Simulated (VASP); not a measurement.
Write the native input for VASP 6.6.1 that does the following.

```
Task                   : single point
Functional             : LDA
Potentials or basis    : VASP PAW LDA potentials, release 64 (Na_pv)
Cutoff                 : 520 eV
k mesh                 : 4 × 4 × 4
Occupations            : fermi-dirac, width 0.1 eV
Spin                   : no spin polarisation
Dipole correction      : no
Further INCAR settings : ALGO = Normal; EDIFF = 1e-06; NBANDS = 22
```

The structure of Na lies in POSCAR:

```
Na
1.0
    5.1239682163      0.0000000000      0.0000000000
    0.0000000000      5.1239682163      0.0000000000
    0.0000000000      0.0000000000      5.1239682163
Na
4
Direct
    0.0000000000      0.0000000000      0.0000000000
    0.0000000000      0.5000000000      0.5000000000
    0.5000000000      0.0000000000      0.5000000000
    0.5000000000      0.5000000000      0.0000000000
```

This isn't the form of Na at room conditions, which is bcc.

These files were run (other wordings do the same):

INCAR

```
  PREC = Accurate
  ENCUT = 520
  EDIFF = 1E-6
  ISMEAR = -1
  SIGMA = 0.1
  LREAL = False
  LASPH = True
  NELM = 80
  ALGO = Normal
  ISIF = 2
  LWAVE = False
  LCHARG = False
  NBANDS = 22
```

KPOINTS

```
regular mesh
0
Gamma
  4 4 4
```

Potentials or basis: VASP PAW LDA potentials, release 64 (Na_pv).

Run with:

```bash
$ cat potpaw_LDA.64/Na_pv/POTCAR > POTCAR
$ mpirun -np 1 vasp_std > vasp.out
```

It gave:

```json
{"Pressure": "0.0 GPa", "Band gap on the k mesh": "zero (bands 14 and 15 overlap by 2.48 eV)"}
```

Wall time 8.5 s on 1 thread of Intel(R) Xeon(R) 6975P-C (Granite Rapids) (shared host), peak memory 0.18 GiB.
